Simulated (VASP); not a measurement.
Set up this calculation in VASP 6.6.1, as the native input.

| Item | Value |
| --- | --- |
| Task | single point |
| Functional | PBEsol |
| Potentials or basis | VASP PAW PBE potentials, release 64 (Pt, S) |
| Cutoff | 520 eV |
| k mesh | 4 × 4 × 4 |
| Occupations | fermi-dirac, width 0.052 eV |
| Spin | no spin polarisation |
| Dipole correction | no |
| Further INCAR settings | ALGO = Normal; EDIFF = 1e-06; NBANDS = 18 |

The structure of PtS2 lies in POSCAR:

```
PtS2
1.0
    1.7391392326      1.0040925041      5.0958703778
   -1.7391392326      1.0040925041      5.0958703778
    0.0000000000     -2.0081850081      5.0958703778
Pt S
1 2
Direct
    0.0025961162     -0.0014455384     -0.0030687977
    0.3865504873      0.4285597748      0.4634463959
    0.2821700033      0.2080620782      0.2371830067
```

One way to write it, as run:

INCAR

```
PREC     = Accurate       # precision mode
ENCUT    = 520            # plane-wave cutoff, eV
EDIFF    = 1E-6           # SCF threshold, eV
ISMEAR   = -1             # smearing method
SIGMA    = 0.052          # smearing width, eV
LREAL    = F              # projectors in reciprocal space
LASPH    = T              # aspherical terms in the spheres
NELM     = 100            # most SCF steps
ALGO     = Normal         # electronic algorithm
ISIF     = 2              # what is computed and relaxed
LWAVE    = F              # write WAVECAR
LCHARG   = T              # write CHGCAR
GGA      = PS             # functional
LELF     = T              # ELF
LVHAR    = T            
NBANDS   = 18             # bands
```

KPOINTS

```
Automatic mesh
0
Gamma
  4 4 4
```

Potentials or basis: VASP PAW PBE potentials, release 64 (Pt, S).

Run with:

```bash
$ cat potpaw_PBE.64/Pt/POTCAR potpaw_PBE.64/S/POTCAR > POTCAR
$ mpirun -np 1 vasp_std > vasp.out
```

It gave:

- Pressure: -2.1 GPa
- Largest force: 0.296 eV/Å
- Band gap on the k mesh: zero (bands 11 and 12 overlap by 0.69 eV)

Caveat: the k points lie up to 0.53 Å⁻¹ apart, too coarse for converged energies and pressures of a metal; the atoms stand as in a frame of molecular dynamics; the PAW data sets were made with another functional, which shifts forces and pressure a little; spin-orbit coupling is left out, which moves the levels of the heavy elements.

Wall time 2.2 min on 1 thread of AMD EPYC 7R43 64-Core Processor (Zen 3), on a shared host, peak memory 0.21 GiB.
